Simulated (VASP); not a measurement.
A run of VASP 6.6.1:

The input INCAR:

```
PREC = Accurate
ENCUT = 520
EDIFF = 1E-6
ISMEAR = 0
SIGMA = 0.1
LREAL = F
LASPH = T
NELM = 60
ALGO = Normal
ISIF = 2
LWAVE = F
LCHARG = F
GGA = PS
NBANDS = 12
```

Contents of KPOINTS:

```
regular mesh
0
Gamma
  24 24 24
```

File POSCAR:

```
Ti
1.0
   -1.6046225609      1.6046225609      1.6046225609
    1.6046225609     -1.6046225609      1.6046225609
    1.6046225609      1.6046225609     -1.6046225609
Ti
1
Direct
    0.0000000000      0.0000000000      0.0000000000
```

Potentials or basis: VASP PAW PBE potentials, release 64 (Ti_sv).

The run is started by

```sh
$ cat potpaw_PBE.64/Ti_sv/POTCAR > POTCAR
$ mpirun -np 1 vasp_std > vasp.out
```

Hardware: 1 thread of AMD EPYC 9R45 96-Core Processor (Zen 5) (shared host).

Task: Estimate the wall time of this run.

Result: Wall time 35 s on 1 thread of AMD EPYC 9R45 96-Core Processor (Zen 5) (shared host), peak memory 0.17 GiB. Counts: scf iterations 12, k points 413.
